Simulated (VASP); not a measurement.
# B3As5 (R3m) in VASP: single point with PBE

Aim: the single point of B3As5 with PBE.

Everything below comes from runs of VASP 6.6.1. Logs are shortened: lines on timing, memory, paths and dates and some standing lists are left out, and cuts for length are marked.

**1. The cell of the first run**

The structure is trigonal, space group R3m (No. 160). The conventional cell has a = 7.275 Å, b = 7.275 Å, c = 8.576 Å, α = 90.00°, β = 90.00°, γ = 120.00°. B (site symmetry m) has 4 As at 2.12 to 2.15 Å within 2.8 Å. Within 3.2 Å of As (site symmetry 3m) lie 4 As at 2.44 to 2.47 Å. Within 2.8 Å of As (site symmetry m) lie 3 B at 2.12 Å and 1 As at 2.47 Å. Within 2.8 Å of As (site symmetry 3m) lie 3 B at 2.15 Å and 1 As at 2.44 Å.

**2. Single point, PBE**

Input file INCAR:

```
SYSTEM = B3As5
PREC     = Accurate       ! precision mode
ENCUT    = 500            ! plane-wave cutoff, eV
EDIFF    = 1E-6           ! SCF threshold, eV
ISMEAR   = 0              ! smearing method
SIGMA    = 0.2            ! smearing width, eV
LREAL    = .False.        ! projectors in reciprocal space
LASPH    = .True.         ! aspherical terms in the spheres
NELM     = 120            ! most SCF steps
ALGO     = Normal         ! electronic algorithm
ISIF     = 2              ! what is computed and relaxed
LWAVE    = .False.        ! write WAVECAR
LCHARG   = .False.        ! write CHGCAR
GGA      = PE             ! functional
NBANDS   = 27             ! bands
GGA_COMPAT= .False.
```

Input file KPOINTS:

```
regular mesh
0
Gamma
  3 3 3
  0 0 0
```

Input file POSCAR:

```
B3As5
1.0
    3.6375872165      2.1001619587      2.8587935094
   -3.6375872165      2.1001619587      2.8587935094
    0.0000000000     -4.2003239173      2.8587935094
B As
3 5
Direct
    0.5139513945      0.0094626154      0.5139513945
    0.5139513945      0.5139513945      0.0094626154
    0.0094626154      0.5139513945      0.5139513945
    0.0267964942      0.0267964942      0.0267964942
    0.2905740068      0.7221752804      0.2905740068
    0.7221752804      0.2905740068      0.2905740068
    0.2905740068      0.2905740068      0.7221752804
    0.7425168076      0.7425168076      0.7425168076
```

Potentials or basis: VASP PAW PBE potentials, release 64 (B, As).

Command:

```console
$ cat potpaw_PBE.64/B/POTCAR potpaw_PBE.64/As/POTCAR > POTCAR
$ mpirun -np 1 vasp_std > vasp.out
```

OUTCAR:

```text
SYSTEM = B3As5
   PREC = Accurate
   ENCUT = 500
   EDIFF = 1E-6
   ISMEAR = 0
   LREAL = .False.
   LASPH = .True.
   NELM = 120
   ISIF = 2
   GGA = PE

 ion  position               nearest neighbor table
   1  0.514  0.009  0.514-   5 2.12   7 2.12   6 2.12   8 2.15
   2  0.514  0.514  0.009-   7 2.12   6 2.12   5 2.12   8 2.15
   3  0.009  0.514  0.514-   6 2.12   7 2.12   5 2.12   8 2.15
   4  0.027  0.027  0.027-   8 2.44   6 2.47   5 2.47   7 2.47
   5  0.291  0.722  0.291-   1 2.12   2 2.12   3 2.12   4 2.47
   6  0.722  0.291  0.291-   3 2.12   2 2.12   1 2.12   4 2.47
   7  0.291  0.291  0.722-   2 2.12   1 2.12   3 2.12   4 2.47
   8  0.743  0.743  0.743-   1 2.15   3 2.15   2 2.15   4 2.44

  LATTYP: Found a trigonal (rhomboedric) cell.
 ALAT       =     5.0808878496
 COS(alpha) =    -0.0251268483

  Lattice vectors:

 A1 = (   3.6375872165,   2.1001619587,   2.8587935094)
 A2 = (  -3.6375872165,   2.1001619587,   2.8587935094)
 A3 = (   0.0000000000,  -4.2003239173,   2.8587935094)

Analysis of symmetry for initial positions (statically):
=====================================================================
 Subroutine PRICEL returns:
 Original cell was already a primitive cell.

 Routine SETGRP: Setting up the symmetry group for a
 trigonal (rhombohedral) supercell.

 Subroutine GETGRP returns: Found  6 space group operations
 (whereof  6 operations were pure point group operations)
 out of a pool of 12 trial point group operations.

The static configuration has the point symmetry C_3v.

Analysis of symmetry for dynamics (positions and initial velocities):
=====================================================================
 Subroutine PRICEL returns:
 Original cell was already a primitive cell.

 Routine SETGRP: Setting up the symmetry group for a
 trigonal (rhombohedral) supercell.

 Subroutine GETGRP returns: Found  6 space group operations
 (whereof  6 operations were pure point group operations)
 out of a pool of 12 trial point group operations.

The dynamic configuration has the point symmetry C_3v.

 Subroutine INISYM returns: Found  6 space group operations
 (whereof  6 operations are pure point group operations),
 and found     1 'primitive' translations

----------------------------------------------------------------------------------------

                                     Primitive cell

  volume of cell :     131.0389

  direct lattice vectors                    reciprocal lattice vectors
     3.637587217  2.100161959  2.858793509     0.137453749  0.079358959  0.116599304
    -3.637587217  2.100161959  2.858793509    -0.137453749  0.079358959  0.116599304
     0.000000000 -4.200323917  2.858793509     0.000000000 -0.158717918  0.116599304

  length of vectors
     5.080887850  5.080887850  5.080887850     0.196943584  0.196943584  0.196943584

  position of ions in fractional coordinates (direct lattice)
     0.513951394  0.009462615  0.513951394
     0.513951394  0.513951394  0.009462615
     0.009462615  0.513951394  0.513951394
     0.026796494  0.026796494  0.026796494
     0.290574007  0.722175280  0.290574007
     0.722175280  0.290574007  0.290574007
     0.290574007  0.290574007  0.722175280
     0.742516808  0.742516808  0.742516808

  ion indices of the primitive-cell ions
   primitive index   ion index
                 1           1
                 2           2
                 3           3
                 4           4
                 5           5
                 6           6
                 7           7
                 8           8

----------------------------------------------------------------------------------------

 KPOINTS: regular mesh

Automatic generation of k-mesh.
 Grid dimensions read from file:
 generate k-points for:    3    3    3

 Generating k-lattice:

  Cartesian coordinates                     Fractional coordinates (reciprocal lattice)
     0.045817916  0.026452986  0.038866435     0.333333333  0.000000000  0.000000000
    -0.045817916  0.026452986  0.038866435     0.000000000  0.333333333  0.000000000
     0.000000000 -0.052905973  0.038866435    -0.000000000 -0.000000000  0.333333333

  Length of vectors
     0.065647861  0.065647861  0.065647861

  Shift w.r.t. Gamma in fractional coordinates (k-lattice)
     0.000000000  0.000000000  0.000000000

 Subroutine IBZKPT returns following result:
 ===========================================

 Found      6 irreducible k-points:

 Following reciprocal coordinates:
            Coordinates               Weight
  0.000000  0.000000  0.000000      1.000000
  0.333333  0.000000  0.000000      6.000000
  0.333333  0.333333  0.000000      6.000000
 -0.333333  0.333333  0.000000      6.000000
  0.333333  0.333333  0.333333      2.000000
 -0.333333  0.333333  0.333333      6.000000
   k-points           NKPTS =      6   k-points in BZ     NKDIM =      6   number of bands    NBANDS=     27
   number of dos      NEDOS =    301   number of ions     NIONS =      8
   total plane-waves  NPLWV =  64000
   dimension x,y,z NGX =    40 NGY =   40 NGZ =   40
   dimension x,y,z NGXF=    80 NGYF=   80 NGZF=   80
   ions per type =               3   5
   NGX,Y,Z   is equivalent  to a cutoff of  13.09, 13.09, 13.09 a.u.
   NGXF,Y,Z  is equivalent  to a cutoff of  26.18, 26.18, 26.18 a.u.
 SYSTEM =  B3As5
   PREC   = accura    normal or accurate (medium, high low for compatibility)
   ISTART =      0    job   : 0-new  1-cont  2-samecut
   ICHARG =      2    charge: 1-file 2-atom 10-const
   ISPIN  =      1    spin polarized calculation?
   LNONCOLLINEAR =      F non collinear calculations
   LSORBIT =      F    spin-orbit coupling
   LASPH  =      T    aspherical Exc in radial PAW
   ENCUT  =  500.0 eV  36.75 Ry    6.06 a.u.   9.26  9.26  9.26*2*pi/ulx,y,z
   NELM   =    120;   NELMIN=  2; NELMDL= -5     # of ELM steps
   EDIFF  = 0.1E-05   stopping-criterion for ELM
   LREAL  =      F    real-space projection
   EDIFFG = 0.1E-04   stopping-criterion for IOM
   NSW    =      0    number of steps for IOM
   IBRION =     -1    ionic relax: 0-MD 1-quasi-New 2-CG
   NFREE  =      0    steps in history (QN), initial steepest desc. (CG)
   ISIF   =      2    stress and relaxation
   ISYM   =      2    0-nonsym 1-usesym 2-fastsym
   POTIM  = 0.5000    time-step for ionic-motion
   TEBEG  =    0.0;   TEEND  =   0.0 temperature during run
   PSTRESS=    0.0 pullay stress
   NELECT =      34.0000    total number of electrons
   NUPDOWN=      -1.0000    fix difference up-down
   EMIN   =  10.00;   EMAX   =-10.00  energy-range for DOS
   EFERMI =   0.00;   METHOD = LEGACY
   ISMEAR =     0;   SIGMA  =   0.20  broadening in eV -4-tet -1-fermi 0-gaus
   EFERMI_NEDOS =   21; number of points for ismear=-14 and -15
   IALGO  =     38    algorithm
   IMIX   =      4    mixing-type and parameters
     AMIX     =   0.40;   BMIX     =  1.00
     AMIX_MAG =   1.60;   BMIX_MAG =  1.00
  volume/ion in A,a.u.               =      16.38       110.54
  Fermi-wavevector in a.u.,A,eV,Ry     =   1.044162  1.973179 14.834071  1.090273
  Thomas-Fermi vector in A             =   2.178902
   LORBIT       =      0    0 simple, 1 ext, 2 COOP (PROOUT), +10 PAW based schemes
   GGA     = PE    functional components
   LHFCALC =     F    Hartree Fock is set to
   AEXX    =    0.0000 exact exchange contribution
   IVDW    =     0    specifies the selected vdW correction
   LEPSILON=     F    determine dielectric tensor
   LRPA    =     F    only Hartree local field effects (RPA)
 non-spin polarized calculation
 Gauss-broadening in eV      SIGMA  =   0.20
  energy-cutoff  :      500.00
  volume of cell :      131.04
 maximum number of plane-waves:      3346
 NGX is ok and might be reduce to    40
   NGX = 19   NGY = 19   NGZ = 19

 number of electron      33.9999999 magnetization

 Free energy of the ion-electron system (eV)
  ---------------------------------------------------
  ext. energy  EPLUGINS =         0.00000000
  ---------------------------------------------------
  free energy    TOTEN  =       -40.87273714 eV

  energy without entropy =      -40.82256095  energy(sigma->0) =      -40.84764904

 E-fermi :   6.3786     XC(G=0): -10.1563

 val. band max:        6.1528778606   @ k =   0.0000   0.0000   0.0000
 cond. band min:       6.4310618688   @ k =   0.3333   0.3333   0.3333
 fundamental gap:      0.2781840081
 Fermi energy:         6.3785569415

 k-point     1 :       0.0000    0.0000    0.0000
  band No.  band energies     occupation
      1      -9.6633      2.00000
      2      -5.9023      2.00000
      3      -5.8382      2.00000
      4      -5.8382      2.00000
      5      -5.3265      2.00000
      6      -3.0549      2.00000
[... 19 lines left out ...]
     26       8.1751      0.00000
     27      13.0384      0.00000

 k-point     2 :       0.3333    0.0000    0.0000
  band No.  band energies     occupation
      1      -9.1416      2.00000
      2      -7.6455      2.00000
      3      -5.7848      2.00000
      4      -5.7608      2.00000
      5      -4.5893      2.00000
      6      -2.9005      2.00000
[... 19 lines left out ...]
     26       9.8396      0.00000
     27      11.6587      0.00000

 k-point     3 :       0.3333    0.3333    0.0000
  band No.  band energies     occupation
      1      -8.6252      2.00000
      2      -7.5551      2.00000
      3      -6.9562      2.00000
      4      -6.2030      2.00000
      5      -3.9012      2.00000
      6      -2.1197      2.00000
[... 19 lines left out ...]
     26      10.3556      0.00000
     27      11.2220      0.00000

 k-point     4 :      -0.3333    0.3333    0.0000
  band No.  band energies     occupation
      1      -8.6796      2.00000
      2      -7.4643      2.00000
      3      -6.8620      2.00000
      4      -6.3237      2.00000
      5      -3.9251      2.00000
      6      -2.0480      2.00000
[... 19 lines left out ...]
     26      10.0428      0.00000
     27      10.8114      0.00000

 k-point     5 :       0.3333    0.3333    0.3333
  band No.  band energies     occupation
      1      -8.1818      2.00000
      2      -7.4196      2.00000
      3      -6.8178      2.00000
      4      -6.8178      2.00000
      5      -4.5748      2.00000
      6      -2.3882      2.00000
[... 19 lines left out ...]
     26      10.7928      0.00000
     27      11.1593      0.00000

 k-point     6 :      -0.3333    0.3333    0.3333
  band No.  band energies     occupation
      1      -8.2621      2.00000
      2      -7.4111      2.00000
      3      -6.8077      2.00000
      4      -6.6731      2.00000
      5      -4.5209      2.00000
      6      -2.4869      2.00000
[... 19 lines left out ...]
     26      10.5041      0.00000
     27      10.7846      0.00000

------------------------ aborting loop because EDIFF is reached ----------------------------------------

  FORCE on cell =-STRESS in cart. coord.  units (eV):
  Direction    XX          YY          ZZ          XY          YZ          ZX
  --------------------------------------------------------------------------------------
  -------------------------------------------------------------------------------------
  Total        0.5622309      0.5622309      0.4953765      0.0000000      0.0000000      0.0000000
  in kB        6.8742460      6.8742460      6.0568351      0.0000000      0.0000000      0.0000000
  external PRESSURE =       6.6017757 kB  Pullay stress =       0.0000000 kB

 VOLUME and BASIS-vectors are now :
 -----------------------------------------------------------------------------
  energy-cutoff  :      500.00
  volume of cell :      131.04
      direct lattice vectors                 reciprocal lattice vectors
     3.637587217  2.100161959  2.858793509     0.137453749  0.079358959  0.116599304
    -3.637587217  2.100161959  2.858793509    -0.137453749  0.079358959  0.116599304
     0.000000000 -4.200323917  2.858793509     0.000000000 -0.158717918  0.116599304

 POSITION                                       TOTAL-FORCE (eV/Angst)
 -----------------------------------------------------------------------------------
      1.83512     -1.05951      2.96561         0.017701     -0.010220     -0.001832
      0.00000      2.11902      2.96561         0.000000      0.020440     -0.001832
     -1.83512     -1.05951      2.96561        -0.017701     -0.010220     -0.001832
      0.00000      0.00000      0.22982         0.000000      0.000000      0.035500
     -1.56999      0.90643      3.72593         0.044467     -0.025673      0.019038
      1.56999      0.90643      3.72593        -0.044467     -0.025673      0.019038
      0.00000     -1.81287      3.72593         0.000000      0.051346      0.019038
      0.00000      0.00000      6.36811         0.000000     -0.000000     -0.087120
 -----------------------------------------------------------------------------------
    total drift:                               -0.000000      0.000001      0.000146

  FREE ENERGIE OF THE ION-ELECTRON SYSTEM (eV)
  ---------------------------------------------------
  free  energy   TOTEN  =       -40.8727371360 eV

  energy  without entropy=      -40.8225609529  energy(sigma->0) =      -40.84764904
```

It took 15 s on 1 thread of Intel Xeon Platinum 8488C (Sapphire Rapids), shared host; peak memory 0.23 GiB.

What came out:

| Quantity | Value |
| --- | --- |
| Free energy | -40.8727 eV |
| Pressure | 0.7 GPa |
| Largest force | 0.087 eV/Å |
| Band gap on the k mesh | zero (band 17 reaches 6.48 eV, above the bottom of band 18 at 6.13 eV) |

Forces in eV/Å, atoms in the order of the input:
```
B    0.018 -0.010 -0.002
B    0.000  0.020 -0.002
B   -0.018 -0.010 -0.002
As   0.000  0.000  0.035
As   0.044 -0.026  0.019
As  -0.044 -0.026  0.019
As   0.000  0.051  0.019
As   0.000  0.000 -0.087
```

Caveat: the k points lie up to 0.41 Å⁻¹ apart.
